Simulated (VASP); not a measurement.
Write the native input for VASP 6.6.1 that does the following.

- Task: single point
- Functional: PBE
- Potentials or basis: VASP PAW PBE potentials, release 64 (Cu, O)
- Cutoff: 520 eV
- k mesh: 10 × 10 × 6
- Occupations: fermi-dirac, width 0.05 eV
- Spin: no spin polarisation
- Dipole correction: no
- Further INCAR settings: ALGO = Normal; EDIFF = 1e-06; NBANDS = 25

The structure of CuO lies in POSCAR:

```
CuO
1.0
    0.0000000000     -2.1165600000     -2.1165600000
   -2.1165600000      0.0000000000     -2.1165600000
    2.1165600000      2.1165600000     -4.2331200000
Cu O
2 2
Direct
    0.5038875400      0.4769880100      0.4880064000
    0.0038875400      0.9769880100      0.9880064000
    0.7461124600      0.7730119900      0.7619936000
    0.2461124600      0.2730119900      0.2619936000
```

This cell differs from its parent crystal: all O atoms moved 0.2 Å in one direction.

The input as run:

INCAR

```
ALGO = Normal
EDIFF = 1E-6
ENCUT = 520
GGA = PE
ISIF = 2
ISMEAR = -1
LASPH = True
LCHARG = False
LREAL = False
LWAVE = False
NBANDS = 25
NELM = 80
PREC = Accurate
SIGMA = 0.05
```

KPOINTS

```
k-points
0
Gamma
  10 10 6
```

Potentials or basis: VASP PAW PBE potentials, release 64 (Cu, O).

The run is started by

```console
$ cat potpaw_PBE.64/Cu/POTCAR potpaw_PBE.64/O/POTCAR > POTCAR
$ mpirun -np 1 vasp_std > vasp.out
```

It gave:

```json
{
  "Pressure": "6.1 GPa",
  "Largest force": "1.248 eV/Å",
  "Band gap on the k mesh": "zero (bands 17 and 18 overlap by 1.13 eV)"
}
```

Caveat: the cell differs from its parent crystal (all O atoms moved 0.2 Å in one direction); the cell stands under pressure; semilocal functionals often make such compounds metallic where correlation or magnetic order opens a gap, which also shifts bond lengths; forces of over 1 eV/Å act on the atoms, so gaps and moduli don't describe the material at rest.

Run time: 2.8 min on 1 thread of Intel(R) Xeon(R) Platinum 8488C (Sapphire Rapids), on a shared host, peak memory 0.35 GiB.
